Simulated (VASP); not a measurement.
Write the native input for VASP 6.6.1 that does the following.

| Property | Result |
| --- | --- |
| Task | single point |
| Functional | r2SCAN |
| Potentials or basis | VASP PAW PBE potentials, release 64 (Mg, Tl_d) |
| Cutoff | 520 eV |
| k mesh | 9 × 9 × 9 |
| Occupations | fermi-dirac, width 0.1 eV |
| Spin | no spin polarisation |
| Dipole correction | no |
| Further INCAR settings | ALGO = Normal; EDIFF = 1e-06; NBANDS = 14 |

Crystal: MgTl.

```xyz
2
Lattice="3.6309 0.0000 0.0000 0.0000 3.6309 0.0000 0.0000 0.0000 3.6309" Properties=species:S:1:pos:R:3 pbc="T T T"
Mg    0.0000    0.0000    0.0000
Tl    1.8154    1.8154    1.8154
```

The input as run:

POSCAR

```
MgTl
1.0
    3.6308506740      0.0000000000      0.0000000000
    0.0000000000      3.6308506740      0.0000000000
    0.0000000000      0.0000000000      3.6308506740
Mg Tl
1 1
Direct
    0.0000000000      0.0000000000      0.0000000000
    0.5000000000      0.5000000000      0.5000000000
```

INCAR.step1

```
SYSTEM = MgTl
PREC = Accurate
ENCUT = 520
ISMEAR = -1
SIGMA = 0.1
LREAL = .False.
LASPH = .True.
NELM = 100
NBANDS = 14
GGA = PE
ALGO = Normal
EDIFF = 1E-4
LWAVE = .True.
LCHARG = .False.
```

INCAR.step2

```
SYSTEM = MgTl
PREC = Accurate
ENCUT = 520
EDIFF = 1E-6
ISMEAR = -1
SIGMA = 0.1
LREAL = .False.
LASPH = .True.
NELM = 100
ALGO = Normal
ISIF = 2
LWAVE = .False.
LCHARG = .False.
METAGGA = R2SCAN
LMIXTAU = .True.
NBANDS = 14
ISTART = 1
```

KPOINTS

```
regular mesh
0
Gamma
  9 9 9
  0 0 0
```

Potentials or basis: VASP PAW PBE potentials, release 64 (Mg, Tl_d).

Launch:

```sh
$ cat potpaw_PBE.64/Mg/POTCAR potpaw_PBE.64/Tl_d/POTCAR > POTCAR
$ cp INCAR.step1 INCAR
$ mpirun -np 1 vasp_std > vasp.out
$ cp INCAR.step2 INCAR
$ mpirun -np 1 vasp_std > vasp.out
```

Results of the run:

| Quantity | Value |
| --- | --- |
| Pressure | -0.3 GPa |

Caveat: the PAW data sets were made with another functional, which shifts forces and pressure a little.

Wall time 30 s on 1 thread of Intel(R) Xeon(R) 6975P-C (Granite Rapids), with other jobs on the host, peak memory 0.17 GiB.
